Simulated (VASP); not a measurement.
# Te (I4_1/amd) in VASP: further runs

The runs below take Te through relaxation of shape and atoms at fixed volume, with PBE.

Everything below comes from runs of VASP 6.6.1. Logs are shortened: lines on timing, memory, paths and dates and some standing lists are left out, and cuts for length are marked.

## Step 1: The cell of the first run

It takes space group I4_1/amd (No. 141, tetragonal). The conventional cell has a = 5.798 Å, b = 5.798 Å, c = 2.872 Å, α = 90.00°, β = 90.00°, γ = 90.00°. Te (site symmetry -4m2) has 10 Te at 2.87 to 3.61 Å within 3.8 Å.

## Step 2: Relaxation of shape and atoms at fixed volume, PBE

File INCAR:

```
ALGO = Normal
EDIFF = 1E-6
EDIFFG = -0.005
ENCUT = 600
GGA = PE
IBRION = 2
ISIF = 4
ISMEAR = -1
LASPH = T
LCHARG = F
LREAL = F
LWAVE = F
NELM = 60
NSW = 50
PREC = Accurate
SIGMA = 0.08
```

File KPOINTS:

```
k-points
0
Gamma
  15 15 15
```

File POSCAR:

```
Te
1.0
   -2.8989271035      2.8989271035      1.4359576645
    2.8989271035     -2.8989271035      1.4359576645
    2.8989271035      2.8989271035     -1.4359576645
Te
2
Direct
   -0.3750000000     -0.1250000000     -0.2500000000
    0.3750000000      0.1250000000      0.2500000000
```

Potentials or basis: VASP PAW PBE potentials, release 64 (Te).

Started as:

```bash
$ cat potpaw_PBE.64/Te/POTCAR > POTCAR
$ mpirun -np 1 vasp_std > vasp.out
```

OUTCAR:

```text
EDIFF = 1E-6
   EDIFFG = -0.005
   ENCUT = 600
   GGA = PE
   IBRION = 2
   ISIF = 4
   ISMEAR = -1
   LASPH = T
   LREAL = F
   NELM = 60
   NSW = 50
   PREC = Accurate

 ion  position               nearest neighbor table
   1  0.625  0.875  0.750-   2 2.99   2 2.99   2 2.99   2 2.99   2 3.61   2 3.61   2 3.61   2 3.61

   2  0.375  0.125  0.250-   1 2.99   1 2.99   1 2.99   1 2.99   1 3.61   1 3.61   1 3.61   1 3.61

  LATTYP: Found a body centered tetragonal cell.
 ALAT       =     5.7978542070
 C/A-ratio  =     0.4953410739

  Lattice vectors:

 A1 = (  -2.8989271035,   2.8989271035,   1.4359576645)
 A2 = (   2.8989271035,  -2.8989271035,   1.4359576645)
 A3 = (   2.8989271035,   2.8989271035,  -1.4359576645)

Analysis of symmetry for initial positions (statically):
=====================================================================
 Subroutine PRICEL returns:
 Original cell was already a primitive cell.

 Routine SETGRP: Setting up the symmetry group for a
 body centered tetragonal supercell.

 Subroutine GETGRP returns: Found 16 space group operations
 (whereof  4 operations were pure point group operations)
 out of a pool of 16 trial point group operations.

The static configuration has the point symmetry C_2h.
 The point group associated with its full space group is D_4h.

Analysis of symmetry for dynamics (positions and initial velocities):
=====================================================================
 Subroutine PRICEL returns:
 Original cell was already a primitive cell.

 Routine SETGRP: Setting up the symmetry group for a
 body centered tetragonal supercell.

 Subroutine GETGRP returns: Found 16 space group operations
 (whereof  4 operations were pure point group operations)
 out of a pool of 16 trial point group operations.

The dynamic configuration has the point symmetry C_2h.
 The point group associated with its full space group is D_4h.

 Subroutine INISYM returns: Found 16 space group operations
 (whereof  4 operations are pure point group operations),
 and found     1 'primitive' translations

----------------------------------------------------------------------------------------

                                     Primitive cell

  volume of cell :      48.2699

  direct lattice vectors                    reciprocal lattice vectors
    -2.898927104  2.898927104  1.435957665     0.000000000  0.172477604  0.348199681
     2.898927104 -2.898927104  1.435957665     0.172477604  0.000000000  0.348199681
     2.898927104  2.898927104 -1.435957665     0.172477604  0.172477604  0.000000000

  length of vectors
     4.343907356  4.343907356  4.343907356     0.388576300  0.388576300  0.243920166

  position of ions in fractional coordinates (direct lattice)
     0.625000000  0.875000000  0.750000000
     0.375000000  0.125000000  0.250000000

  ion indices of the primitive-cell ions
   primitive index   ion index
                 1           1
                 2           2

----------------------------------------------------------------------------------------

 KPOINTS: k-points

Automatic generation of k-mesh.
 Grid dimensions read from file:
 generate k-points for:   15   15   15

 Generating k-lattice:

  Cartesian coordinates                     Fractional coordinates (reciprocal lattice)
     0.000000000  0.011498507  0.023213312     0.066666667  0.000000000  0.000000000
     0.011498507  0.000000000  0.023213312     0.000000000  0.066666667  0.000000000
     0.011498507  0.011498507  0.000000000     0.000000000  0.000000000  0.066666667

  Length of vectors
     0.025905087  0.025905087  0.016261344

  Shift w.r.t. Gamma in fractional coordinates (k-lattice)
     0.000000000  0.000000000  0.000000000

 Subroutine IBZKPT returns following result:
 ===========================================

 Found    288 irreducible k-points:

 Following reciprocal coordinates:
            Coordinates               Weight
  0.000000  0.000000  0.000000      1.000000
  0.066667 -0.000000  0.000000      8.000000
  0.133333  0.000000  0.000000      8.000000
  0.200000  0.000000  0.000000      8.000000
  0.266667  0.000000  0.000000      8.000000
  0.333333 -0.000000  0.000000      8.000000
[... 16 lines left out ...]
  0.133333  0.133333  0.000000      8.000000
  0.200000  0.133333  0.000000     16.000000
 [... further k-points ...]
   k-points           NKPTS =    288   k-points in BZ     NKDIM =    288   number of bands    NBANDS=     10
   number of dos      NEDOS =    301   number of ions     NIONS =      2
   total plane-waves  NPLWV =  46656
   dimension x,y,z NGX =    36 NGY =   36 NGZ =   36
   dimension x,y,z NGXF=    72 NGYF=   72 NGZF=   72
   ions per type =               2
   NGX,Y,Z   is equivalent  to a cutoff of  13.78, 13.78, 13.78 a.u.
   NGXF,Y,Z  is equivalent  to a cutoff of  27.56, 27.56, 27.56 a.u.
 SYSTEM =  unknown system
   PREC   = accura    normal or accurate (medium, high low for compatibility)
   ISTART =      0    job   : 0-new  1-cont  2-samecut
   ICHARG =      2    charge: 1-file 2-atom 10-const
   ISPIN  =      1    spin polarized calculation?
   LNONCOLLINEAR =      F non collinear calculations
   LSORBIT =      F    spin-orbit coupling
   LASPH  =      T    aspherical Exc in radial PAW
   ENCUT  =  600.0 eV  44.10 Ry    6.64 a.u.   8.68  8.68  8.68*2*pi/ulx,y,z
   NELM   =     60;   NELMIN=  2; NELMDL= -5     # of ELM steps
   EDIFF  = 0.1E-05   stopping-criterion for ELM
   LREAL  =      F    real-space projection
   EDIFFG = -.5E-02   stopping-criterion for IOM
   NSW    =     50    number of steps for IOM
   IBRION =      2    ionic relax: 0-MD 1-quasi-New 2-CG
   NFREE  =      1    steps in history (QN), initial steepest desc. (CG)
   ISIF   =      4    stress and relaxation
   ISYM   =      2    0-nonsym 1-usesym 2-fastsym
   POTIM  = 0.5000    time-step for ionic-motion
   TEBEG  =    0.0;   TEEND  =   0.0 temperature during run
   PSTRESS=    0.0 pullay stress
   NELECT =      12.0000    total number of electrons
   NUPDOWN=      -1.0000    fix difference up-down
   EMIN   =  10.00;   EMAX   =-10.00  energy-range for DOS
   EFERMI =   0.00;   METHOD = LEGACY
   ISMEAR =    -1;   SIGMA  =   0.08  broadening in eV -4-tet -1-fermi 0-gaus
   EFERMI_NEDOS =   21; number of points for ismear=-14 and -15
   IALGO  =     38    algorithm
   IMIX   =      4    mixing-type and parameters
     AMIX     =   0.40;   BMIX     =  1.00
     AMIX_MAG =   1.60;   BMIX_MAG =  1.00
  volume/ion in A,a.u.               =      24.13       162.87
  Fermi-wavevector in a.u.,A,eV,Ry     =   1.029382  1.945250 14.417101  1.059627
  Thomas-Fermi vector in A             =   2.163427
   LORBIT       =      0    0 simple, 1 ext, 2 COOP (PROOUT), +10 PAW based schemes
   GGA     = PE    functional components
   LHFCALC =     F    Hartree Fock is set to
   AEXX    =    0.0000 exact exchange contribution
   IVDW    =     0    specifies the selected vdW correction
   LEPSILON=     F    determine dielectric tensor
   LRPA    =     F    only Hartree local field effects (RPA)
 conjugate gradient relaxation of ions
 non-spin polarized calculation
  energy-cutoff  :      600.00
  volume of cell :       48.27
 maximum number of plane-waves:      1633
   NGX = 17   NGY = 17   NGZ = 17

--------------------------------------- Ionic step        1  -------------------------------------------

 number of electron      12.0000000 magnetization

 Free energy of the ion-electron system (eV)
  ---------------------------------------------------
  ext. energy  EPLUGINS =         0.00000000
  ---------------------------------------------------
  free energy    TOTEN  =        -4.84462400 eV

  energy without entropy =       -4.81364379  energy(sigma->0) =       -4.82913389

------------------------ aborting loop because EDIFF is reached ----------------------------------------

  FORCE on cell =-STRESS in cart. coord.  units (eV):
  Direction    XX          YY          ZZ          XY          YZ          ZX
  --------------------------------------------------------------------------------------
  -------------------------------------------------------------------------------------
  Total        7.0763247      7.0763247      9.4525975     -0.0000000      0.0000000      0.0000000
  in kB      234.8778813    234.8778813    313.7512972     -0.0000000      0.0000000      0.0000000
  external PRESSURE =     261.1690199 kB  Pullay stress =       0.0000000 kB

 VOLUME and BASIS-vectors are now :
 -----------------------------------------------------------------------------
  energy-cutoff  :      600.00
  volume of cell :       48.27
      direct lattice vectors                 reciprocal lattice vectors
    -2.898927104  2.898927104  1.435957665     0.000000000  0.172477604  0.348199681
     2.898927104 -2.898927104  1.435957665     0.172477604  0.000000000  0.348199681
     2.898927104  2.898927104 -1.435957665     0.172477604  0.172477604  0.000000000
[... 37 lines left out ...]
 POSITION                                       TOTAL-FORCE (eV/Angst)
 -----------------------------------------------------------------------------------
      2.84456      1.42228      1.11853        -0.000000      0.000000     -0.000000
      0.00000      1.42228      0.37284         0.000000     -0.000000      0.000000
 -----------------------------------------------------------------------------------
    total drift:                               -0.000000     -0.000000      0.000000

  FREE ENERGIE OF THE ION-ELECTRON SYSTEM (eV)
  ---------------------------------------------------
  free  energy   TOTEN  =        -4.8725234307 eV

  energy  without entropy=       -4.8418256104  energy(sigma->0) =       -4.85717452

--------------------------------------- Ionic step        3  -------------------------------------------

 number of electron      11.9999999 magnetization

 Free energy of the ion-electron system (eV)
  ---------------------------------------------------
  ext. energy  EPLUGINS =         0.00000000
  ---------------------------------------------------
  free energy    TOTEN  =        -4.87687929 eV

  energy without entropy =       -4.84578795  energy(sigma->0) =       -4.86133362

 E-fermi :  10.9091     XC(G=0): -10.7273

 val. band max:       10.9035021099   @ k =  -0.4000  -0.4000   0.1333
 cond. band min:      10.9107490101   @ k =   0.4667   0.2000   0.0000
 fundamental gap:      0.0072469002
 Fermi energy:        10.9091232032

 k-point     1 :       0.0000    0.0000    0.0000
  band No.  band energies     occupation
      1      -5.2703      2.00000
      2       0.6832      2.00000
      3       4.9130      2.00000
      4       4.9130      2.00000
      5      11.5257      0.00090
      6      12.6068      0.00000
      7      12.6068      0.00000
      8      14.1489      0.00000
      9      14.3163      0.00000
     10      17.2823      0.00000

 k-point     2 :       0.0667   -0.0000    0.0000
  band No.  band energies     occupation
      1      -5.1762      2.00000
      2       0.6731      2.00000
      3       4.9391      2.00000
      4       5.1016      2.00000
      5      11.6729      0.00014
      6      12.3283      0.00000
      7      12.6441      0.00000
      8      13.4477      0.00000
      9      13.5057      0.00000
     10      17.3673      0.00000
[... 274 lines left out ...]
 k-point    24 :       0.2000    0.1333    0.0000
  band No.  band energies     occupation
      1      -3.2110      2.00000
      2       1.3534      2.00000
      3       5.9230      2.00000
      4       6.6155      2.00000
      5       6.8068      2.00000
      6       7.4959      2.00000
      7      11.4357      0.00277
      8      11.4761      0.00167
      9      14.1433      0.00000
     10      15.2026      0.00000

 [... further k-points ...]

------------------------ aborting loop because EDIFF is reached ----------------------------------------

  FORCE on cell =-STRESS in cart. coord.  units (eV):
  Direction    XX          YY          ZZ          XY          YZ          ZX
  --------------------------------------------------------------------------------------
  -------------------------------------------------------------------------------------
  Total        7.6081993      7.6081993      7.5974763     -0.0000000     -0.0000000      0.0000000
  in kB      252.5319001    252.5319001    252.1759829     -0.0000000     -0.0000000      0.0000000
  external PRESSURE =     252.4132610 kB  Pullay stress =       0.0000000 kB

 VOLUME and BASIS-vectors are now :
 -----------------------------------------------------------------------------
  energy-cutoff  :      600.00
  volume of cell :       48.27
      direct lattice vectors                 reciprocal lattice vectors
    -2.859264706  2.859264706  1.476071852     0.000000000  0.174870133  0.338736898
     2.859264706 -2.859264706  1.476071852     0.174870133  0.000000000  0.338736898
     2.859264706  2.859264706 -1.476071852     0.174870133  0.174870133  0.000000000

 POSITION                                       TOTAL-FORCE (eV/Angst)
 -----------------------------------------------------------------------------------
      2.85926      1.42963      1.10705        -0.000000      0.000000      0.000000
      0.00000      1.42963      0.36902         0.000000     -0.000000     -0.000000
 -----------------------------------------------------------------------------------
    total drift:                               -0.000000     -0.000000      0.000000

  FREE ENERGIE OF THE ION-ELECTRON SYSTEM (eV)
  ---------------------------------------------------
  free  energy   TOTEN  =        -4.8768792900 eV

  energy  without entropy=       -4.8457879502  energy(sigma->0) =       -4.86133362

 reached required accuracy - stopping structural energy minimisation
```

Run time: 3.6 min. Hardware: 1 thread of Intel Xeon Platinum 8259CL at 2.50GHz (Skylake/Cascade Lake), shared host; peak memory 0.32 GiB.

Results:

* Free energy: -4.8769 eV
* Energy gained by relaxing: 16.1 meV/atom
* Ionic steps: 3
* Pressure after relaxing: 25.2 GPa
* Band gap on the k mesh: zero (bands 6 and 7 overlap by 4.94 eV)

Step by step:
```csv
step,energy change (eV),largest force (eV/Å),pressure (GPa),volume (Å³)
1,0.0000,0.0000,26.12,48.27
2,-0.0279,0.0000,25.07,48.27
3,-0.0323,0.0000,25.24,48.27
```

Final structure:
```
Te
1.0
    -2.85926    2.85926    1.47607
     2.85926   -2.85926    1.47607
     2.85926    2.85926   -1.47607
Te
2
Direct
  0.62500 0.87500 0.75000
  0.37500 0.12500 0.25000
```

Caveat: spin-orbit coupling is left out, which moves the levels of the heavy elements.

## Step 3: Relaxation of shape and atoms at fixed volume, PBE

This run uses another cell than the first one, of 27.35 Å³/atom.

File INCAR:

```
SYSTEM = Te
  PREC = Accurate
  ENCUT = 600
  EDIFF = 1E-6
  ISMEAR = -1
  SIGMA = 0.08
  LREAL = .FALSE.
  LASPH = .TRUE.
  NELM = 100
  ALGO = Normal
  ISIF = 4
  LWAVE = .FALSE.
  LCHARG = .FALSE.
  GGA = PE
  IBRION = 2
  NSW = 50
  EDIFFG = -0.005
```

File KPOINTS:

```
Automatic mesh
0
G
  15 15 15
  0 0 0
```

File POSCAR:

```
Te
1.0
   -3.0224318385      3.0224318385      1.4971346325
    3.0224318385     -3.0224318385      1.4971346325
    3.0224318385      3.0224318385     -1.4971346325
Te
2
Direct
   -0.3750000000     -0.1250000000     -0.2500000000
    0.3750000000      0.1250000000      0.2500000000
```

Potentials or basis: VASP PAW PBE potentials, release 64 (Te).

Started as:

```bash
$ cat potpaw_PBE.64/Te/POTCAR > POTCAR
$ mpirun -np 1 vasp_std > vasp.out
```

Run time: 3.7 min. Hardware: 1 thread of Intel Xeon Platinum 8259CL at 2.50GHz (Skylake/Cascade Lake), shared host; peak memory 0.34 GiB.

It converged, with:

```yaml
Free_energy: -5.5823 eV
Energy_gained_by_relaxing: 4.3 meV/atom
Ionic_steps: 3
Pressure_after_relaxing: 11.1 GPa
Band_gap_on_the_k_mesh: zero (bands 6 and 7 overlap by 4.49 eV)
```

The path:
| step | energy change (eV) | largest force (eV/Å) | pressure (GPa) | volume (Å³) |
| --- | --- | --- | --- | --- |
| 1 | 0.0000 | 0.0000 | 11.49 | 54.71 |
| 2 | -0.0085 | 0.0000 | 11.15 | 54.71 |
| 3 | -0.0085 | 0.0000 | 11.13 | 54.71 |

Final structure:
```yaml
crystal:
  lattice:
    - [-2.99668, 2.99668, 1.52297]
    - [2.99668, -2.99668, 1.52297]
    - [2.99668, 2.99668, -1.52297]
  atoms:
    - { symbol: Te, position: [0.62500, 0.87500, 0.75000] }
    - { symbol: Te, position: [0.37500, 0.12500, 0.25000] }
```

Levels at points of the mesh, in eV from the Fermi level:
```tsv
k point	band 2	band 3	band 4	band 5	band 6	band 7	band 8	band 9	band 10
(0.00, 0.00, 0.00)	-10.32	-5.27	-5.27	1.28	1.30	1.30	2.92	3.03	6.24
```

Caveat: spin-orbit coupling is left out, which moves the levels of the heavy elements.
